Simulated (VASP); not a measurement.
# YGa2As3 (P6/mmm) in VASP: single point with PBE

Aim: the single point of YGa2As3 with PBE.

Program: VASP 6.6.1. These are calculated values, not measurements. Logs are shortened: lines on timing, memory, paths and dates and some standing lists are left out, and cuts for length are marked.

## Step 1: The cell of the first run

It takes space group P6/mmm (No. 191, hexagonal). Conventional cell: a = 6.466 Å, b = 6.466 Å, c = 3.568 Å, α = 90.00°, β = 90.00°, γ = 120.00°. Y (site symmetry 6/mmm) has 2 Y at 3.57 Å and 12 As at 3.69 Å and 6 Ga at 3.73 Å within 4.7 Å. Within 3.4 Å of Ga (site symmetry -6m2) lie 6 As at 2.58 Å. Within 3.4 Å of As (site symmetry mmm) lie 4 Ga at 2.58 Å and 4 As at 3.23 Å.

The cell was built from a structure type or drawn by symmetry, and may not be a known phase.

## Step 2: Single point, PBE

INCAR

```
PREC = Accurate
ENCUT = 520
EDIFF = 1E-6
ISMEAR = 0
SIGMA = 0.1
LREAL = False
LASPH = True
NELM = 100
ALGO = Normal
ISIF = 2
LWAVE = False
LCHARG = True
GGA = PE
LELF = True
LVHAR = True
NBANDS = 35
```

KPOINTS

```
Automatic mesh
0
Gamma
  3 3 6
```

POSCAR

```
YGa2As3
1.0
    6.4662886300      0.0000000000      0.0000000000
   -3.2331443100      5.5999702200      0.0000000000
    0.0000000000      0.0000000000      3.5684642700
Y Ga As
1 2 3
Direct
    0.0000000000      0.0000000000      0.0000000000
    0.3333333300      0.6666666700      0.0000000000
    0.6666666700      0.3333333300      0.0000000000
    0.5000000000      0.0000000000      0.5000000000
    0.5000000000      0.5000000000      0.5000000000
    0.0000000000      0.5000000000      0.5000000000
```

Potentials or basis: VASP PAW PBE potentials, release 64 (Y_sv, Ga_d, As).

Launch:

```console
cat potpaw_PBE.64/Y_sv/POTCAR potpaw_PBE.64/Ga_d/POTCAR potpaw_PBE.64/As/POTCAR > POTCAR
mpirun -np 1 vasp_std > vasp.out
```

OUTCAR:

```text
PREC = Accurate
   ENCUT = 520
   EDIFF = 1E-6
   ISMEAR = 0
   LREAL = False
   LASPH = True
   NELM = 100
   ISIF = 2
   GGA = PE

 ion  position               nearest neighbor table
   1  0.000  0.000  0.000-
   2  0.333  0.667  0.000-   4 2.58   4 2.58   6 2.58   6 2.58   5 2.58   5 2.58
   3  0.667  0.333  0.000-   4 2.58   4 2.58   6 2.58   6 2.58   5 2.58   5 2.58
   4  0.500  0.000  0.500-   2 2.58   3 2.58   2 2.58   3 2.58
   5  0.500  0.500  0.500-   2 2.58   3 2.58   2 2.58   3 2.58
   6  0.000  0.500  0.500-   2 2.58   3 2.58   2 2.58   3 2.58

  LATTYP: Found a hexagonal cell.
 ALAT       =     6.4662886300
 C/A-ratio  =     0.5518566328

  Lattice vectors:

 A1 = (   6.4662886300,   0.0000000000,   0.0000000000)
 A2 = (  -3.2331443100,   5.5999702200,   0.0000000000)
 A3 = (   0.0000000000,   0.0000000000,   3.5684642700)

Analysis of symmetry for initial positions (statically):
=====================================================================
 Subroutine PRICEL returns:
 Original cell was already a primitive cell.

 Routine SETGRP: Setting up the symmetry group for a
 hexagonal supercell.

 Subroutine GETGRP returns: Found 24 space group operations
 (whereof 24 operations were pure point group operations)
 out of a pool of 24 trial point group operations.

The static configuration has the point symmetry D_6h.

Analysis of symmetry for dynamics (positions and initial velocities):
=====================================================================
 Subroutine PRICEL returns:
 Original cell was already a primitive cell.

 Routine SETGRP: Setting up the symmetry group for a
 hexagonal supercell.

 Subroutine GETGRP returns: Found 24 space group operations
 (whereof 24 operations were pure point group operations)
 out of a pool of 24 trial point group operations.

The dynamic configuration has the point symmetry D_6h.

 Subroutine INISYM returns: Found 24 space group operations
 (whereof 24 operations are pure point group operations),
 and found     1 'primitive' translations

----------------------------------------------------------------------------------------

                                     Primitive cell

  volume of cell :     129.2177

  direct lattice vectors                    reciprocal lattice vectors
     6.466288630  0.000000000  0.000000000     0.154648216  0.089286189  0.000000000
    -3.233144310  5.599970220  0.000000000     0.000000000  0.178572378  0.000000000
     0.000000000  0.000000000  3.568464270     0.000000000  0.000000000  0.280232594

  length of vectors
     6.466288630  6.466288626  3.568464270     0.178572378  0.178572378  0.280232594

  position of ions in fractional coordinates (direct lattice)
     0.000000000  0.000000000  0.000000000
     0.333333330  0.666666670  0.000000000
     0.666666670  0.333333330  0.000000000
     0.500000000  0.000000000  0.500000000
     0.500000000  0.500000000  0.500000000
     1.000000000  0.500000000  0.500000000

  ion indices of the primitive-cell ions
   primitive index   ion index
                 1           1
                 2           2
                 3           3
                 4           4
                 5           5
                 6           6

----------------------------------------------------------------------------------------

 KPOINTS: Automatic mesh

Automatic generation of k-mesh.
 Grid dimensions read from file:
 generate k-points for:    3    3    6

 Generating k-lattice:

  Cartesian coordinates                     Fractional coordinates (reciprocal lattice)
     0.051549405  0.029762063  0.000000000     0.333333333 -0.000000000  0.000000000
     0.000000000  0.059524126  0.000000000     0.000000000  0.333333333  0.000000000
     0.000000000  0.000000000  0.046705432     0.000000000  0.000000000  0.166666667

  Length of vectors
     0.059524126  0.059524126  0.046705432

  Shift w.r.t. Gamma in fractional coordinates (k-lattice)
     0.000000000  0.000000000  0.000000000

 Subroutine IBZKPT returns following result:
 ===========================================

 Found     12 irreducible k-points:

 Following reciprocal coordinates:
            Coordinates               Weight
  0.000000  0.000000  0.000000      1.000000
  0.333333 -0.000000  0.000000      6.000000
  0.333333  0.333333  0.000000      2.000000
  0.000000  0.000000  0.166667      2.000000
  0.333333 -0.000000  0.166667     12.000000
  0.333333  0.333333  0.166667      4.000000
  0.000000  0.000000  0.333333      2.000000
  0.333333 -0.000000  0.333333     12.000000
  0.333333  0.333333  0.333333      4.000000
  0.000000  0.000000  0.500000      1.000000
  0.333333 -0.000000  0.500000      6.000000
  0.333333  0.333333  0.500000      2.000000
   k-points           NKPTS =     12   k-points in BZ     NKDIM =     12   number of bands    NBANDS=     35
   number of dos      NEDOS =    301   number of ions     NIONS =      6
   total plane-waves  NPLWV =  64512
   dimension x,y,z NGX =    48 NGY =   48 NGZ =   28
   dimension x,y,z NGXF=    96 NGYF=   96 NGZF=   56
   ions per type =               1   2   3
   NGX,Y,Z   is equivalent  to a cutoff of  12.34, 12.34, 13.04 a.u.
   NGXF,Y,Z  is equivalent  to a cutoff of  24.68, 24.68, 26.09 a.u.
 SYSTEM =  unknown system
   PREC   = accura    normal or accurate (medium, high low for compatibility)
   ISTART =      0    job   : 0-new  1-cont  2-samecut
   ICHARG =      2    charge: 1-file 2-atom 10-const
   ISPIN  =      1    spin polarized calculation?
   LNONCOLLINEAR =      F non collinear calculations
   LSORBIT =      F    spin-orbit coupling
   LASPH  =      T    aspherical Exc in radial PAW
   ENCUT  =  520.0 eV  38.22 Ry    6.18 a.u.  12.02 12.02  6.63*2*pi/ulx,y,z
   NELM   =    100;   NELMIN=  2; NELMDL= -5     # of ELM steps
   EDIFF  = 0.1E-05   stopping-criterion for ELM
   LREAL  =      F    real-space projection
   EDIFFG = 0.1E-04   stopping-criterion for IOM
   NSW    =      0    number of steps for IOM
   IBRION =     -1    ionic relax: 0-MD 1-quasi-New 2-CG
   NFREE  =      0    steps in history (QN), initial steepest desc. (CG)
   ISIF   =      2    stress and relaxation
   ISYM   =      2    0-nonsym 1-usesym 2-fastsym
   POTIM  = 0.5000    time-step for ionic-motion
   TEBEG  =    0.0;   TEEND  =   0.0 temperature during run
   PSTRESS=    0.0 pullay stress
   NELECT =      52.0000    total number of electrons
   NUPDOWN=      -1.0000    fix difference up-down
   EMIN   =  10.00;   EMAX   =-10.00  energy-range for DOS
   EFERMI =   0.00;   METHOD = LEGACY
   ISMEAR =     0;   SIGMA  =   0.10  broadening in eV -4-tet -1-fermi 0-gaus
   EFERMI_NEDOS =   21; number of points for ismear=-14 and -15
   IALGO  =     38    algorithm
   IMIX   =      4    mixing-type and parameters
     AMIX     =   0.40;   BMIX     =  1.00
     AMIX_MAG =   1.60;   BMIX_MAG =  1.00
  volume/ion in A,a.u.               =      21.54       145.33
  Fermi-wavevector in a.u.,A,eV,Ry     =   1.208654  2.284024 19.875987  1.460844
  Thomas-Fermi vector in A             =   2.344255
   LORBIT       =      0    0 simple, 1 ext, 2 COOP (PROOUT), +10 PAW based schemes
   GGA     = PE    functional components
   LHFCALC =     F    Hartree Fock is set to
   AEXX    =    0.0000 exact exchange contribution
   IVDW    =     0    specifies the selected vdW correction
   LEPSILON=     F    determine dielectric tensor
   LRPA    =     F    only Hartree local field effects (RPA)
 non-spin polarized calculation
 Gauss-broadening in eV      SIGMA  =   0.10
  energy-cutoff  :      520.00
  volume of cell :      129.22
 maximum number of plane-waves:      3498
   NGX = 25   NGY = 25   NGZ = 13

 number of electron      51.9999984 magnetization

 Free energy of the ion-electron system (eV)
  ---------------------------------------------------
  ext. energy  EPLUGINS =         0.00000000
  ---------------------------------------------------
  free energy    TOTEN  =       -26.06143455 eV

  energy without entropy =      -26.05489583  energy(sigma->0) =      -26.05816519

 E-fermi :   5.6348     XC(G=0): -10.3064

 val. band max:        5.4872963810   @ k =   0.3333   0.3333   0.3333
 cond. band min:       5.7020690073   @ k =   0.0000   0.0000   0.3333
 fundamental gap:      0.2147726263
 Fermi energy:         5.6348104865

 k-point     1 :       0.0000    0.0000    0.0000
  band No.  band energies     occupation
      1     -38.6323      2.00000
      2     -18.6145      2.00000
      3     -18.6145      2.00000
      4     -18.2615      2.00000
      5      -9.6975      2.00000
      6      -9.6539      2.00000
[... 27 lines left out ...]
     34       8.2570      0.00000
     35       9.2566      0.00000

 k-point     2 :       0.3333   -0.0000    0.0000
  band No.  band energies     occupation
      1     -38.6323      2.00000
      2     -18.6156      2.00000
      3     -18.6148      2.00000
      4     -18.2615      2.00000
      5      -9.6864      2.00000
      6      -9.6637      2.00000
[... 27 lines left out ...]
     34       8.2754      0.00000
     35       9.3877      0.00000

 k-point     3 :       0.3333    0.3333    0.0000
  band No.  band energies     occupation
      1     -38.6323      2.00000
      2     -18.6155      2.00000
      3     -18.6155      2.00000
      4     -18.2615      2.00000
      5      -9.6737      2.00000
      6      -9.6737      2.00000
[... 27 lines left out ...]
     34       8.6482      0.00000
     35      10.1718      0.00000
[... 267 lines left out ...]
 k-point    11 :       0.3333   -0.0000    0.5000
  band No.  band energies     occupation
      1     -38.6115      2.00000
      2     -18.5845      2.00000
      3     -18.5840      2.00000
      4     -18.5447      2.00000
      5      -9.7697      2.00000
      6      -9.7512      2.00000
[... 27 lines left out ...]
     34       8.1671      0.00000
     35       9.1515      0.00000

 k-point    12 :       0.3333    0.3333    0.5000
  band No.  band energies     occupation
      1     -38.6115      2.00000
      2     -18.5844      2.00000
      3     -18.5844      2.00000
      4     -18.5446      2.00000
      5      -9.7733      2.00000
      6      -9.7223      2.00000
[... 27 lines left out ...]
     34       7.9645      0.00000
     35      10.0972      0.00000

------------------------ aborting loop because EDIFF is reached ----------------------------------------

  FORCE on cell =-STRESS in cart. coord.  units (eV):
  Direction    XX          YY          ZZ          XY          YZ          ZX
  --------------------------------------------------------------------------------------
  -------------------------------------------------------------------------------------
  Total        0.4582173      0.4582173      5.3963532      0.0000000      0.0000000      0.0000000
  in kB        5.6814589      5.6814589     66.9096555      0.0000000      0.0000000      0.0000000
  external PRESSURE =      26.0908577 kB  Pullay stress =       0.0000000 kB

 VOLUME and BASIS-vectors are now :
 -----------------------------------------------------------------------------
  energy-cutoff  :      520.00
  volume of cell :      129.22
      direct lattice vectors                 reciprocal lattice vectors
     6.466288630  0.000000000  0.000000000     0.154648216  0.089286189  0.000000000
    -3.233144310  5.599970220  0.000000000     0.000000000  0.178572378  0.000000000
     0.000000000  0.000000000  3.568464270     0.000000000  0.000000000  0.280232594

 POSITION                                       TOTAL-FORCE (eV/Angst)
 -----------------------------------------------------------------------------------
      0.00000      0.00000      0.00000         0.000000      0.000000      0.000000
     -0.00000      3.73331      0.00000        -0.000000      0.000000      0.000000
      3.23314      1.86666      0.00000         0.000000     -0.000000      0.000000
      3.23314      0.00000      1.78423         0.000000      0.000000      0.000000
      1.61657      2.79999      1.78423         0.000000      0.000000      0.000000
     -1.61657      2.79999      1.78423         0.000000      0.000000      0.000000
 -----------------------------------------------------------------------------------
    total drift:                               -0.000000      0.000000     -0.000000

  FREE ENERGIE OF THE ION-ELECTRON SYSTEM (eV)
  ---------------------------------------------------
  free  energy   TOTEN  =       -26.0614345525 eV

  energy  without entropy=      -26.0548958272  energy(sigma->0) =      -26.05816519
```

Run time: 43 s. Hardware: 1 thread of AMD EPYC 7R13 (Zen 3), shared host; peak memory 0.25 GiB.

Results:

| Property | Result |
| --- | --- |
| Free energy | -26.0614 eV |
| Pressure | 2.6 GPa |
| Band gap on the k mesh | zero (bands 26 and 27 overlap by 1.58 eV) |

Stress tensor (GPa, compression positive):
```
0.57 0.00 0.00
0.00 0.57 0.00
0.00 0.00 6.69
```

Levels at points of the mesh, in eV from the Fermi level:
```tsv
k point	band 24	band 25	band 26	band 27	band 28	band 29
(0.00, 0.00, 0.00)	0.31	0.31	0.45	0.45	0.61	0.77
(0.00, 0.00, 0.50)	-3.71	0.15	0.15	1.09	1.09	1.36
```

Caveat: the k points lie up to 0.37 Å⁻¹ apart, too coarse for converged energies and pressures of a metal.
